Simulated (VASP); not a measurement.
# BN (P4_2/mnm) in VASP: notebook

BN is run at these levels: PBE; tasks: single point.

Everything below comes from runs of VASP 6.6.1. Logs are shortened: lines on timing, memory, paths and dates and some standing lists are left out, and cuts for length are marked.

**1. The cell of the first run**

It takes space group P4_2/mnm (No. 136, tetragonal). The conventional cell has a = 4.290 Å, b = 4.290 Å, c = 2.396 Å, α = 90.00°, β = 90.00°, γ = 90.00°. B (site symmetry m2m) has 4 N at 1.46 to 1.55 Å within 2.0 Å. N (site symmetry m2m) has 4 B at 1.46 to 1.55 Å within 2.0 Å.

**2. Single point, PBE**

File INCAR:

```
SYSTEM = BN
  ALGO = Normal
  EDIFF = 1E-6
  ENCUT = 520
  GGA = PE
  ISIF = 2
  ISMEAR = 0
  LASPH = .True.
  LCHARG = .False.
  LREAL = .False.
  LWAVE = .False.
  NBANDS = 26
  NELM = 60
  PREC = Accurate
  SIGMA = 0.05
```

File KPOINTS:

```
k-points
0
Gamma
  6 6 10
  0 0 0
```

File POSCAR:

```
BN
1.0
    4.2900000000      0.0000000000      0.0000000000
    0.0000000000      4.2900000000      0.0000000000
    0.0000000000      0.0000000000      2.3962000000
B N
4 4
Direct
    0.1742811368      0.8257188632      0.5000000000
    0.3257188632      0.3257188632      0.0000000000
    0.6742811368      0.6742811368      0.0000000000
    0.8257188632      0.1742811368      0.5000000000
    0.8126115048      0.8126115048      0.5000000000
    0.3126115048      0.6873884952      0.0000000000
    0.6873884952      0.3126115048      0.0000000000
    0.1873884952      0.1873884952      0.5000000000
```

Potentials or basis: VASP PAW PBE potentials, release 64 (B, N).

Command:

```
> cat potpaw_PBE.64/B/POTCAR potpaw_PBE.64/N/POTCAR > POTCAR
> mpirun -np 1 vasp_std > vasp.out
```

OUTCAR:

```text
SYSTEM = BN
   EDIFF = 1E-6
   ENCUT = 520
   GGA = PE
   ISIF = 2
   ISMEAR = 0
   LASPH = .True.
   LREAL = .False.
   NELM = 60
   PREC = Accurate

 ion  position               nearest neighbor table
   1  0.174  0.826  0.500-   6 1.46   6 1.46   8 1.55   5 1.55   4 2.11
   2  0.326  0.326  0.000-   8 1.46   8 1.46   6 1.55   7 1.55   3 2.11
   3  0.674  0.674  0.000-   5 1.46   5 1.46   7 1.55   6 1.55   2 2.11
   4  0.826  0.174  0.500-   7 1.46   7 1.46   8 1.55   5 1.55   1 2.11
   5  0.813  0.813  0.500-   3 1.46   3 1.46   4 1.55   1 1.55
   6  0.313  0.687  0.000-   1 1.46   1 1.46   3 1.55   2 1.55
   7  0.687  0.313  0.000-   4 1.46   4 1.46   2 1.55   3 1.55
   8  0.187  0.187  0.500-   2 1.46   2 1.46   4 1.55   1 1.55

  LATTYP: Found a simple tetragonal cell.
 ALAT       =     4.2900000000
 C/A-ratio  =     0.5585547786

  Lattice vectors:

 A1 = (   4.2900000000,   0.0000000000,   0.0000000000)
 A2 = (   0.0000000000,   4.2900000000,   0.0000000000)
 A3 = (   0.0000000000,   0.0000000000,   2.3962000000)

Analysis of symmetry for initial positions (statically):
=====================================================================
 Subroutine PRICEL returns:
 Original cell was already a primitive cell.

 Routine SETGRP: Setting up the symmetry group for a
 simple tetragonal supercell.

 Subroutine GETGRP returns: Found 16 space group operations
 (whereof  8 operations were pure point group operations)
 out of a pool of 16 trial point group operations.

The static configuration has the point symmetry D_2h.
 The point group associated with its full space group is D_4h.

Analysis of symmetry for dynamics (positions and initial velocities):
=====================================================================
 Subroutine PRICEL returns:
 Original cell was already a primitive cell.

 Routine SETGRP: Setting up the symmetry group for a
 simple tetragonal supercell.

 Subroutine GETGRP returns: Found 16 space group operations
 (whereof  8 operations were pure point group operations)
 out of a pool of 16 trial point group operations.

The dynamic configuration has the point symmetry D_2h.
 The point group associated with its full space group is D_4h.

 Subroutine INISYM returns: Found 16 space group operations
 (whereof  8 operations are pure point group operations),
 and found     1 'primitive' translations

----------------------------------------------------------------------------------------

                                     Primitive cell

  volume of cell :      44.0999

  direct lattice vectors                    reciprocal lattice vectors
     4.290000000  0.000000000  0.000000000     0.233100233  0.000000000  0.000000000
     0.000000000  4.290000000  0.000000000     0.000000000  0.233100233  0.000000000
     0.000000000  0.000000000  2.396200000     0.000000000  0.000000000  0.417327435

  length of vectors
     4.290000000  4.290000000  2.396200000     0.233100233  0.233100233  0.417327435

  position of ions in fractional coordinates (direct lattice)
     0.174281137  0.825718863  0.500000000
     0.325718863  0.325718863  0.000000000
     0.674281137  0.674281137  0.000000000
     0.825718863  0.174281137  0.500000000
     0.812611505  0.812611505  0.500000000
     0.312611505  0.687388495  0.000000000
     0.687388495  0.312611505  0.000000000
     0.187388495  0.187388495  0.500000000

  ion indices of the primitive-cell ions
   primitive index   ion index
                 1           1
                 2           2
                 3           3
                 4           4
                 5           5
                 6           6
                 7           7
                 8           8

----------------------------------------------------------------------------------------

 KPOINTS: k-points

Automatic generation of k-mesh.
 Grid dimensions read from file:
 generate k-points for:    6    6   10

 Generating k-lattice:

  Cartesian coordinates                     Fractional coordinates (reciprocal lattice)
     0.038850039  0.000000000  0.000000000     0.166666667  0.000000000  0.000000000
     0.000000000  0.038850039  0.000000000     0.000000000  0.166666667  0.000000000
     0.000000000  0.000000000  0.041732744     0.000000000  0.000000000  0.100000000

  Length of vectors
     0.038850039  0.038850039  0.041732744

  Shift w.r.t. Gamma in fractional coordinates (k-lattice)
     0.000000000  0.000000000  0.000000000

 Subroutine IBZKPT returns following result:
 ===========================================

 Found     60 irreducible k-points:

 Following reciprocal coordinates:
            Coordinates               Weight
  0.000000  0.000000  0.000000      1.000000
  0.166667  0.000000  0.000000      4.000000
  0.333333  0.000000  0.000000      4.000000
  0.500000  0.000000  0.000000      2.000000
  0.166667  0.166667  0.000000      4.000000
  0.333333  0.166667  0.000000      8.000000
[... 16 lines left out ...]
  0.333333  0.000000  0.200000      8.000000
  0.500000  0.000000  0.200000      4.000000
 [... further k-points ...]
   k-points           NKPTS =     60   k-points in BZ     NKDIM =     60   number of bands    NBANDS=     26
   number of dos      NEDOS =    301   number of ions     NIONS =      8
   total plane-waves  NPLWV =  18432
   dimension x,y,z NGX =    32 NGY =   32 NGZ =   18
   dimension x,y,z NGXF=    64 NGYF=   64 NGZF=   36
   ions per type =               4   4
   NGX,Y,Z   is equivalent  to a cutoff of  12.40, 12.40, 12.49 a.u.
   NGXF,Y,Z  is equivalent  to a cutoff of  24.80, 24.80, 24.98 a.u.
 SYSTEM =  BN
   PREC   = accura    normal or accurate (medium, high low for compatibility)
   ISTART =      0    job   : 0-new  1-cont  2-samecut
   ICHARG =      2    charge: 1-file 2-atom 10-const
   ISPIN  =      1    spin polarized calculation?
   LNONCOLLINEAR =      F non collinear calculations
   LSORBIT =      F    spin-orbit coupling
   LASPH  =      T    aspherical Exc in radial PAW
   ENCUT  =  520.0 eV  38.22 Ry    6.18 a.u.   7.98  7.98  4.46*2*pi/ulx,y,z
   NELM   =     60;   NELMIN=  2; NELMDL= -5     # of ELM steps
   EDIFF  = 0.1E-05   stopping-criterion for ELM
   LREAL  =      F    real-space projection
   EDIFFG = 0.1E-04   stopping-criterion for IOM
   NSW    =      0    number of steps for IOM
   IBRION =     -1    ionic relax: 0-MD 1-quasi-New 2-CG
   NFREE  =      0    steps in history (QN), initial steepest desc. (CG)
   ISIF   =      2    stress and relaxation
   ISYM   =      2    0-nonsym 1-usesym 2-fastsym
   POTIM  = 0.5000    time-step for ionic-motion
   TEBEG  =    0.0;   TEEND  =   0.0 temperature during run
   PSTRESS=    0.0 pullay stress
   NELECT =      32.0000    total number of electrons
   NUPDOWN=      -1.0000    fix difference up-down
   EMIN   =  10.00;   EMAX   =-10.00  energy-range for DOS
   EFERMI =   0.00;   METHOD = LEGACY
   ISMEAR =     0;   SIGMA  =   0.05  broadening in eV -4-tet -1-fermi 0-gaus
   EFERMI_NEDOS =   21; number of points for ismear=-14 and -15
   IALGO  =     38    algorithm
   IMIX   =      4    mixing-type and parameters
     AMIX     =   0.40;   BMIX     =  1.00
     AMIX_MAG =   1.60;   BMIX_MAG =  1.00
  volume/ion in A,a.u.               =       5.51        37.20
  Fermi-wavevector in a.u.,A,eV,Ry     =   1.471112  2.779998 29.445310  2.164169
  Thomas-Fermi vector in A             =   2.586287
   LORBIT       =      0    0 simple, 1 ext, 2 COOP (PROOUT), +10 PAW based schemes
   GGA     = PE    functional components
   LHFCALC =     F    Hartree Fock is set to
   AEXX    =    0.0000 exact exchange contribution
   IVDW    =     0    specifies the selected vdW correction
   LEPSILON=     F    determine dielectric tensor
   LRPA    =     F    only Hartree local field effects (RPA)
 non-spin polarized calculation
 Gauss-broadening in eV      SIGMA  =   0.05
  energy-cutoff  :      520.00
  volume of cell :       44.10
 maximum number of plane-waves:      1224
 NGX is ok and might be reduce to    32
   NGX = 15   NGY = 15   NGZ =  9

 number of electron      31.9999989 magnetization

 Free energy of the ion-electron system (eV)
  ---------------------------------------------------
  ext. energy  EPLUGINS =         0.00000000
  ---------------------------------------------------
  free energy    TOTEN  =       -67.93367157 eV

  energy without entropy =      -67.93367157  energy(sigma->0) =      -67.93367157

 E-fermi :   8.5494     XC(G=0): -13.0506

 val. band max:        8.2302830798   @ k =   0.0000   0.0000   0.0000
 cond. band min:      12.9796080352   @ k =   0.0000   0.0000   0.3000
 fundamental gap:      4.7493249555
 Fermi energy:         8.5494030517

 k-point     1 :       0.0000    0.0000    0.0000
  band No.  band energies     occupation
      1     -13.0795      2.00000
      2      -8.6947      2.00000
      3      -8.6947      2.00000
      4      -8.4288      2.00000
      5      -2.3851      2.00000
      6      -2.0530      2.00000
[... 18 lines left out ...]
     25      20.7382      0.00000
     26      22.5721      0.00000

 k-point     2 :       0.1667    0.0000    0.0000
  band No.  band energies     occupation
      1     -12.9251      2.00000
      2      -9.6314      2.00000
      3      -8.5941      2.00000
      4      -7.8541      2.00000
      5      -2.6537      2.00000
      6      -1.5327      2.00000
[... 18 lines left out ...]
     25      20.9521      0.00000
     26      22.1145      0.00000

 k-point     3 :       0.3333    0.0000    0.0000
  band No.  band energies     occupation
      1     -12.4673      2.00000
      2     -10.7474      2.00000
      3      -8.3164      2.00000
      4      -7.7025      2.00000
      5      -2.8351      2.00000
      6      -1.6128      2.00000
[... 18 lines left out ...]
     25      20.9754      0.00000
     26      21.6623      0.00000

 k-point     4 :       0.5000    0.0000    0.0000
  band No.  band energies     occupation
      1     -11.7262      2.00000
      2     -11.7262      2.00000
      3      -7.9520      2.00000
      4      -7.9520      2.00000
      5      -2.4611      2.00000
      6      -2.4611      2.00000
[... 18 lines left out ...]
     25      21.2964      0.00000
     26      21.2964      0.00000

 k-point     5 :       0.1667    0.1667    0.0000
  band No.  band energies     occupation
      1     -12.7723      2.00000
      2      -9.8101      2.00000
      3      -8.9831      2.00000
      4      -7.6600      2.00000
      5      -2.6506      2.00000
      6      -1.2471      2.00000
[... 18 lines left out ...]
     25      20.8877      0.00000
     26      22.4028      0.00000

 k-point     6 :       0.3333    0.1667    0.0000
  band No.  band energies     occupation
      1     -12.3207      2.00000
      2     -10.6659      2.00000
      3      -8.8453      2.00000
      4      -7.8601      2.00000
      5      -2.4457      2.00000
      6      -0.9787      2.00000
[... 427 lines left out ...]
 k-point    21 :       0.0000    0.0000    0.2000
  band No.  band energies     occupation
      1     -12.3567      2.00000
      2      -8.1245      2.00000
      3      -8.1245      2.00000
      4      -7.9696      2.00000
      5      -2.2641      2.00000
      6      -1.1996      2.00000
[... 18 lines left out ...]
     25      21.9539      0.00000
     26      23.1346      0.00000

 k-point    22 :       0.1667    0.0000    0.2000
  band No.  band energies     occupation
      1     -12.2057      2.00000
      2      -9.0326      2.00000
      3      -8.0342      2.00000
      4      -7.4155      2.00000
      5      -2.2956      2.00000
      6      -0.7624      2.00000
[... 18 lines left out ...]
     25      21.9438      0.00000
     26      22.8802      0.00000

 k-point    23 :       0.3333    0.0000    0.2000
  band No.  band energies     occupation
      1     -11.7592      2.00000
      2     -10.0952      2.00000
      3      -7.7885      2.00000
      4      -7.2711      2.00000
      5      -2.2716      2.00000
      6      -1.0860      2.00000
[... 18 lines left out ...]
     25      21.6403      0.00000
     26      22.8062      0.00000

 k-point    24 :       0.5000    0.0000    0.2000
  band No.  band energies     occupation
      1     -11.0392      2.00000
      2     -11.0392      2.00000
      3      -7.4748      2.00000
      4      -7.4748      2.00000
      5      -1.8776      2.00000
      6      -1.8776      2.00000
[... 18 lines left out ...]
     25      21.7059      0.00000
     26      21.7059      0.00000

 [... further k-points ...]
[... 5 lines left out ...]
  --------------------------------------------------------------------------------------
  -------------------------------------------------------------------------------------
  Total       11.6831686     11.6831686     23.3461320     -0.0000000      0.0000000      0.0000000
  in kB      424.4568796    424.4568796    848.1796937     -0.0000000      0.0000000      0.0000000
  external PRESSURE =     565.6978176 kB  Pullay stress =       0.0000000 kB

 VOLUME and BASIS-vectors are now :
 -----------------------------------------------------------------------------
  energy-cutoff  :      520.00
  volume of cell :       44.10
      direct lattice vectors                 reciprocal lattice vectors
     4.290000000  0.000000000  0.000000000     0.233100233  0.000000000  0.000000000
     0.000000000  4.290000000  0.000000000     0.000000000  0.233100233  0.000000000
     0.000000000  0.000000000  2.396200000     0.000000000  0.000000000  0.417327435

 POSITION                                       TOTAL-FORCE (eV/Angst)
 -----------------------------------------------------------------------------------
      0.74767      3.54233      1.19810        -0.280362      0.280362     -0.000000
      1.39733      1.39733      0.00000         0.280362      0.280362     -0.000000
      2.89267      2.89267      0.00000        -0.280362     -0.280362      0.000000
      3.54233      0.74767      1.19810         0.280362     -0.280362      0.000000
      3.48610      3.48610      1.19810         0.179385      0.179385      0.000000
      1.34110      2.94890      0.00000         0.179385     -0.179385      0.000000
      2.94890      1.34110      0.00000        -0.179385      0.179385      0.000000
      0.80390      0.80390      1.19810        -0.179385     -0.179385      0.000000
 -----------------------------------------------------------------------------------
    total drift:                                0.000000      0.000000     -0.000000

  FREE ENERGIE OF THE ION-ELECTRON SYSTEM (eV)
  ---------------------------------------------------
  free  energy   TOTEN  =       -67.9336715704 eV

  energy  without entropy=      -67.9336715704  energy(sigma->0) =      -67.93367157
```

Run time: 18 s. Hardware: 1 thread of Intel Xeon 6975P-C (Granite Rapids), shared host; peak memory 0.17 GiB.

What came out:

| Property | Result |
| --- | --- |
| Free energy | -67.9337 eV |
| Pressure | 56.6 GPa |
| Largest force | 0.396 eV/Å |
| Band gap on the k mesh | 4.75 eV, indirect (least direct gap 6.02 eV) |

Forces in eV/Å, atoms in the order of the input:
```
B   -0.280  0.280  0.000
B    0.280  0.280  0.000
B   -0.280 -0.280  0.000
B    0.280 -0.280  0.000
N    0.179  0.179  0.000
N    0.179 -0.179  0.000
N   -0.179  0.179  0.000
N   -0.179 -0.179  0.000
```

Stress tensor (GPa, compression positive):
```
42.45  0.00  0.00
 0.00 42.45  0.00
 0.00  0.00 84.82
```

A k mesh can miss the band edges. A hybrid or GW would open this gap; PBE tends to underestimate it.

(Part 1 of 2 ends here.)
